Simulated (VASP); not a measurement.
# H (P4/mmm) in VASP: settings compared

H is run at these levels: PBEsol+D4, PBEsol+D3(BJ); tasks: relaxation of cell and atoms.

Program: VASP 6.6.1. These are calculated values, not measurements. Logs are shortened: lines on timing, memory, paths and dates and some standing lists are left out, and cuts for length are marked.

### 1 The cell of the first run

It takes space group P4/mmm (No. 123, tetragonal). The conventional cell has a = 2.650 Å, b = 2.650 Å, c = 0.980 Å, α = 90.00°, β = 90.00°, γ = 90.00°. Within 1.3 Å of H (site symmetry 4/mmm) lie 2 H at 0.98 Å.

### 2 Relaxation of cell and atoms, PBEsol+D4

INCAR reads:

```
PREC = Accurate ; ENCUT = 1230
EDIFF = 1E-7 ; ISMEAR = -1
SIGMA = 0.05 ; LREAL = F
LASPH = T ; NELM = 120
ALGO = Normal ; ISIF = 3
LWAVE = F ; LCHARG = F
GGA = PS ; IVDW = 13
IBRION = 2 ; NSW = 60
EDIFFG = -0.01 ; GGA_COMPAT = F
NELMIN = 4
```

KPOINTS reads:

```
Automatic mesh
0
Gamma
  10 10 26
```

POSCAR reads:

```
H
1.0
    2.6496387389      0.0000000000      0.0000000000
    0.0000000000      2.6496387389      0.0000000000
    0.0000000000      0.0000000000      0.9804929200
H
1
Direct
    0.0000000000      0.0000000000      0.5000000000
```

Potentials or basis: VASP PAW PBE potentials, release 64 (H_h).

Started as:

```console
> cat potpaw_PBE.64/H_h/POTCAR > POTCAR
> mpirun -np 1 vasp_std > vasp.out
```

OUTCAR:

```text
PREC = Accurate
   ENCUT = 1230
   EDIFF = 1E-7
   ISMEAR = -1
   LREAL = F
   LASPH = T
   NELM = 120
   ISIF = 3
   GGA = PS
   IVDW = 13
   IBRION = 2
   NSW = 60
   EDIFFG = -0.01
   NELMIN = 4

 ion  position               nearest neighbor table
   1  0.000  0.000  0.500-

  LATTYP: Found a simple tetragonal cell.
 ALAT       =     2.6496387389
 C/A-ratio  =     0.3700477750

  Lattice vectors:

 A1 = (   2.6496387389,   0.0000000000,   0.0000000000)
 A2 = (   0.0000000000,   2.6496387389,   0.0000000000)
 A3 = (   0.0000000000,   0.0000000000,   0.9804929200)

Analysis of symmetry for initial positions (statically):
=====================================================================
 Subroutine PRICEL returns:
 Original cell was already a primitive cell.

 Routine SETGRP: Setting up the symmetry group for a
 simple tetragonal supercell.

 Subroutine GETGRP returns: Found 16 space group operations
 (whereof 16 operations were pure point group operations)
 out of a pool of 16 trial point group operations.

The static configuration has the point symmetry D_4h.

Analysis of symmetry for dynamics (positions and initial velocities):
=====================================================================
 Subroutine PRICEL returns:
 Original cell was already a primitive cell.

 Routine SETGRP: Setting up the symmetry group for a
 simple tetragonal supercell.

 Subroutine GETGRP returns: Found 16 space group operations
 (whereof 16 operations were pure point group operations)
 out of a pool of 16 trial point group operations.

The dynamic configuration has the point symmetry D_4h.

 Subroutine INISYM returns: Found 16 space group operations
 (whereof 16 operations are pure point group operations),
 and found     1 'primitive' translations

----------------------------------------------------------------------------------------

                                     Primitive cell

  volume of cell :       6.8836

  direct lattice vectors                    reciprocal lattice vectors
     2.649638739  0.000000000  0.000000000     0.377409941  0.000000000  0.000000000
     0.000000000  2.649638739  0.000000000     0.000000000  0.377409941  0.000000000
     0.000000000  0.000000000  0.980492920     0.000000000  0.000000000  1.019895177

  length of vectors
     2.649638739  2.649638739  0.980492920     0.377409941  0.377409941  1.019895177

  position of ions in fractional coordinates (direct lattice)
     0.000000000  0.000000000  0.500000000

  ion indices of the primitive-cell ions
   primitive index   ion index
                 1           1

----------------------------------------------------------------------------------------

 KPOINTS: Automatic mesh

Automatic generation of k-mesh.
 Grid dimensions read from file:
 generate k-points for:   10   10   26

 Generating k-lattice:

  Cartesian coordinates                     Fractional coordinates (reciprocal lattice)
     0.037740994  0.000000000  0.000000000     0.100000000  0.000000000  0.000000000
     0.000000000  0.037740994  0.000000000     0.000000000  0.100000000  0.000000000
     0.000000000  0.000000000  0.039226738     0.000000000  0.000000000  0.038461538

  Length of vectors
     0.037740994  0.037740994  0.039226738

  Shift w.r.t. Gamma in fractional coordinates (k-lattice)
     0.000000000  0.000000000  0.000000000

 Subroutine IBZKPT returns following result:
 ===========================================

 Found    294 irreducible k-points:

 Following reciprocal coordinates:
            Coordinates               Weight
  0.000000  0.000000  0.000000      1.000000
  0.100000  0.000000  0.000000      4.000000
  0.200000  0.000000  0.000000      4.000000
  0.300000  0.000000  0.000000      4.000000
  0.400000  0.000000  0.000000      4.000000
  0.500000  0.000000  0.000000      2.000000
[... 16 lines left out ...]
  0.100000  0.000000  0.038462      8.000000
  0.200000  0.000000  0.038462      8.000000
 [... further k-points ...]
   k-points           NKPTS =    294   k-points in BZ     NKDIM =    294   number of bands    NBANDS=      4
   number of dos      NEDOS =    301   number of ions     NIONS =      1
   total plane-waves  NPLWV =  10800
   dimension x,y,z NGX =    30 NGY =   30 NGZ =   12
   dimension x,y,z NGXF=    60 NGYF=   60 NGZF=   24
   ions per type =               1
   NGX,Y,Z   is equivalent  to a cutoff of  18.82, 18.82, 20.35 a.u.
   NGXF,Y,Z  is equivalent  to a cutoff of  37.65, 37.65, 40.69 a.u.
 SYSTEM =  unknown system
   PREC   = accura    normal or accurate (medium, high low for compatibility)
   ISTART =      0    job   : 0-new  1-cont  2-samecut
   ICHARG =      2    charge: 1-file 2-atom 10-const
   ISPIN  =      1    spin polarized calculation?
   LNONCOLLINEAR =      F non collinear calculations
   LSORBIT =      F    spin-orbit coupling
   LASPH  =      T    aspherical Exc in radial PAW
   ENCUT  = 1230.0 eV  90.40 Ry    9.51 a.u.   7.58  7.58  2.80*2*pi/ulx,y,z
   NELM   =    120;   NELMIN=  4; NELMDL= -5     # of ELM steps
   EDIFF  = 0.1E-06   stopping-criterion for ELM
   LREAL  =      F    real-space projection
   EDIFFG = -.1E-01   stopping-criterion for IOM
   NSW    =     60    number of steps for IOM
   IBRION =      2    ionic relax: 0-MD 1-quasi-New 2-CG
   NFREE  =      1    steps in history (QN), initial steepest desc. (CG)
   ISIF   =      3    stress and relaxation
   ISYM   =      2    0-nonsym 1-usesym 2-fastsym
   POTIM  = 0.5000    time-step for ionic-motion
   TEBEG  =    0.0;   TEEND  =   0.0 temperature during run
   PSTRESS=    0.0 pullay stress
   NELECT =       1.0000    total number of electrons
   NUPDOWN=      -1.0000    fix difference up-down
   EMIN   =  10.00;   EMAX   =-10.00  energy-range for DOS
   EFERMI =   0.00;   METHOD = LEGACY
   ISMEAR =    -1;   SIGMA  =   0.05  broadening in eV -4-tet -1-fermi 0-gaus
   EFERMI_NEDOS =   21; number of points for ismear=-14 and -15
   IALGO  =     38    algorithm
   IMIX   =      4    mixing-type and parameters
     AMIX     =   0.40;   BMIX     =  1.00
     AMIX_MAG =   1.60;   BMIX_MAG =  1.00
  volume/ion in A,a.u.               =       6.88        46.45
  Fermi-wavevector in a.u.,A,eV,Ry     =   0.860602  1.626302 10.076956  0.740635
  Thomas-Fermi vector in A             =   1.978131
   LORBIT       =      0    0 simple, 1 ext, 2 COOP (PROOUT), +10 PAW based schemes
   GGA     = PS    functional components
   LHFCALC =     F    Hartree Fock is set to
   AEXX    =    0.0000 exact exchange contribution
   IVDW    =    13    specifies the selected vdW correction
   LEPSILON=     F    determine dielectric tensor
   LRPA    =     F    only Hartree local field effects (RPA)
 conjugate gradient relaxation of ions
 non-spin polarized calculation
  energy-cutoff  :     1230.00
  volume of cell :        6.88
 maximum number of plane-waves:       702
   NGX = 15   NGY = 15   NGZ =  5

--------------------------------------- Ionic step        1  -------------------------------------------

 number of electron       1.0000000 magnetization

 Free energy of the ion-electron system (eV)
  ---------------------------------------------------
  ext. energy  EPLUGINS =         0.00000000
  ---------------------------------------------------
  free energy    TOTEN  =        -2.89719968 eV

  energy without entropy =       -2.89716109  energy(sigma->0) =       -2.89718039

------------------------ aborting loop because EDIFF is reached ----------------------------------------

  DFT-D4 for vdW energy calculation

  Edisp (eV):   -0.03953

  FORCE on cell =-STRESS in cart. coord.  units (eV):
  Direction    XX          YY          ZZ          XY          YZ          ZX
  --------------------------------------------------------------------------------------
  -------------------------------------------------------------------------------------
  Total       0.03307     0.03307     0.06357     0.00000     0.00000     0.00000
  in kB       7.69809     7.69809    14.79488     0.00000     0.00000     0.00000
  external pressure =       10.06 kB  Pullay stress =        0.00 kB
[... 215 lines left out ...]
  energy  without entropy=       -2.9384115825  energy(sigma->0) =       -2.93841275

--------------------------------------- Ionic step        7  -------------------------------------------

 number of electron       1.0000000 magnetization

 Free energy of the ion-electron system (eV)
  ---------------------------------------------------
  ext. energy  EPLUGINS =         0.00000000
  ---------------------------------------------------
  free energy    TOTEN  =        -2.90417990 eV

  energy without entropy =       -2.90417980  energy(sigma->0) =       -2.90417985

 E-fermi :  -1.7888     XC(G=0):  -6.4140

 val. band max:       -2.3129363713   @ k =   0.5000   0.5000   0.2308
 cond. band min:      -1.2619042501   @ k =   0.0000   0.0000   0.2692
 fundamental gap:      1.0510321211
 Fermi energy:        -1.7887912736

 k-point     1 :       0.0000    0.0000    0.0000
  band No.  band energies     occupation
      1     -12.3250      2.00000
      2       6.5114      0.00000
      3      11.8597      0.00000
      4      11.8597      0.00000

 k-point     2 :       0.1000    0.0000    0.0000
  band No.  band energies     occupation
      1     -12.2383      2.00000
      2       5.7533      0.00000
      3      11.3403      0.00000
      4      12.0163      0.00000
[... 148 lines left out ...]
 k-point    24 :       0.2000    0.0000    0.0385
  band No.  band energies     occupation
      1     -11.7733      2.00000
      2       4.3020      0.00000
      3      11.4708      0.00000
      4      12.7008      0.00000

 [... further k-points ...]

------------------------ aborting loop because EDIFF is reached ----------------------------------------

  DFT-D4 for vdW energy calculation

  Edisp (eV):   -0.03453

  FORCE on cell =-STRESS in cart. coord.  units (eV):
  Direction    XX          YY          ZZ          XY          YZ          ZX
  --------------------------------------------------------------------------------------
  -------------------------------------------------------------------------------------
  Total      -0.00392    -0.00392    -0.00609     0.00000    -0.00000     0.00000
  in kB      -0.78969    -0.78969    -1.22611     0.00000    -0.00000     0.00000
  external pressure =       -0.94 kB  Pullay stress =        0.00 kB
[... 16 lines left out ...]
  FREE ENERGIE OF THE ION-ELECTRON SYSTEM (eV)
  ---------------------------------------------------
  free  energy   TOTEN  =        -2.9387052451 eV

  energy  without entropy=       -2.9387051500  energy(sigma->0) =       -2.93870520

 reached required accuracy - stopping structural energy minimisation
```

Wall time 44 s (1 thread of AMD EPYC 7R13 (Zen 3), shared host); peak memory 0.12 GiB.

Results:

```
Free energy                           : -2.9387 eV
Relaxed volume                        : 7.95 Å³/atom
Relaxed cell                          : a = 2.839 Å, b = 2.839 Å, c = 0.987 Å, α = 90.00°, β = 90.00°, γ = 90.00°
Space group after relaxing (to 0.1 Å) : P4/mmm (No. 123)
Energy gained by relaxing             : 2.0 meV/atom
Ionic steps                           : 7
Pressure after relaxing               : -0.1 GPa
Band gap on the k mesh                : zero (an odd number of electrons rules out a gap without spin polarisation)
Dispersion energy per atom            : -0.035 eV
```

Step by step:
```tsv
step	energy change (eV)	largest force (eV/Å)	pressure (GPa)	volume (Å³)
1	0.0000	0.0000	1.01	6.88
2	-0.0002	0.0000	0.66	6.93
3	-0.0003	0.0000	0.22	6.98
4	-0.0005	0.0000	0.20	7.03
5	-0.0010	0.0000	0.14	7.16
6	-0.0017	0.0000	0.04	7.42
7	-0.0020	0.0000	-0.09	7.95
```

Final structure:
```yaml
crystal:
  lattice:
    - [2.83860, 0.00000, 0.00000]
    - [0.00000, 2.83860, 0.00000]
    - [0.00000, 0.00000, 0.98702]
  atoms:
    - { symbol: H, position: [0.00000, 0.00000, 0.50000] }
```

Levels at points of the mesh, in eV from the Fermi level:
```tsv
k point	band 1	band 2	band 3	band 4
(0.00, 0.00, 0.00)	-10.54	8.30	13.65	13.65
(0.50, 0.00, 0.00)	-9.48	2.58	14.20	16.13
(0.50, 0.50, 0.00)	-8.63	5.80	5.80	9.11
(0.00, 0.00, 0.50)	24.04	31.38	45.15	49.37
(0.50, 0.00, 0.50)	24.64	33.15	41.04	41.32
(0.50, 0.50, 0.50)	25.13	34.61	44.19	44.19
```

Caveat: the volume moved by over 15 % at a fixed basis, so the end points are rough; the PAW data sets were made with another functional, which shifts forces and pressure a little; an odd number of electrons without spin polarisation forces a metal; a magnetic or distorted state may lie lower.

### 3 Relaxation of cell and atoms, PBEsol+D3(BJ)

INCAR reads:

```
SYSTEM = H
PREC = Accurate
ENCUT = 1230
EDIFF = 1E-7
ISMEAR = -1
SIGMA = 0.05
LREAL = .False.
LASPH = .True.
NELM = 120
ALGO = Normal
ISIF = 3
LWAVE = .False.
LCHARG = .False.
GGA = PS
IVDW = 12
IBRION = 2
NSW = 60
EDIFFG = -0.01
GGA_COMPAT = .False.
NELMIN = 4
```

KPOINTS reads:

```
regular mesh
0
Gamma
  10 10 26
  0 0 0
```

POSCAR is that of step 2.

Potentials or basis: VASP PAW PBE potentials, release 64 (H_h).

Started as:

```console
> cat potpaw_PBE.64/H_h/POTCAR > POTCAR
> mpirun -np 1 vasp_std > vasp.out
```

Run time: 44 s. Hardware: 1 thread of Intel Xeon Platinum 8259CL at 2.50GHz (Skylake/Cascade Lake), shared host; peak memory 0.15 GiB.

It converged, with:

```
Free energy                           : -2.9406 eV
Relaxed volume                        : 7.50 Å³/atom
Relaxed cell                          : a = 2.753 Å, b = 2.753 Å, c = 0.990 Å, α = 90.00°, β = 90.00°, γ = 90.00°
Space group after relaxing (to 0.1 Å) : P4/mmm (No. 123)
Energy gained by relaxing             : 2.0 meV/atom
Ionic steps                           : 7
Pressure after relaxing               : 0.1 GPa
Band gap on the k mesh                : zero (an odd number of electrons rules out a gap without spin polarisation)
Dispersion energy per atom            : -0.039 eV
```

Stress tensor (GPa, compression positive):
```
 0.15  0.00  0.00
 0.00  0.15  0.00
 0.00  0.00 -0.08
```

The path:
```csv
step,energy change (eV),largest force (eV/Å),pressure (GPa),volume (Å³)
1,0.0000,0.0000,1.52,6.88
2,-0.0006,0.0000,0.70,6.95
3,-0.0007,0.0000,0.34,6.98
4,-0.0008,0.0000,0.33,7.00
5,-0.0011,0.0000,0.29,7.07
6,-0.0015,0.0000,0.21,7.21
7,-0.0020,0.0000,0.07,7.50
```

Final structure:
```cif
data_structure
_symmetry_space_group_name_H-M 'P 1'
_symmetry_Int_Tables_number 1
_cell_length_a 2.7528
_cell_length_b 2.7528
_cell_length_c 0.9900
_cell_angle_alpha 90.000
_cell_angle_beta 90.000
_cell_angle_gamma 90.000
_cell_volume 7.50
loop_
_atom_site_label
_atom_site_type_symbol
_atom_site_fract_x
_atom_site_fract_y
_atom_site_fract_z
_atom_site_occupancy
H1 H 0.00000 0.00000 0.50000 1
```

Levels at points of the mesh, in eV from the Fermi level:
| k point | band 1 | band 2 | band 3 |
| --- | --- | --- | --- |
| (0.00, 0.00, 0.00) | -10.64 | 8.95 | 14.50 |
| (0.50, 0.00, 0.00) | -9.40 | 2.58 | 15.17 |
| (0.50, 0.50, 0.00) | -8.40 | 6.06 | 6.06 |
| (0.00, 0.00, 0.50) | 23.75 | 31.00 | 45.43 |
| (0.50, 0.00, 0.50) | 24.48 | 33.02 | 40.80 |
| (0.50, 0.50, 0.50) | 25.07 | 34.69 | 44.20 |

Caveat: the PAW data sets were made with another functional, which shifts forces and pressure a little; an odd number of electrons without spin polarisation forces a metal; a magnetic or distorted state may lie lower.

The gap in the log of VASP goes by the Fermi energy; the results here count the filled bands.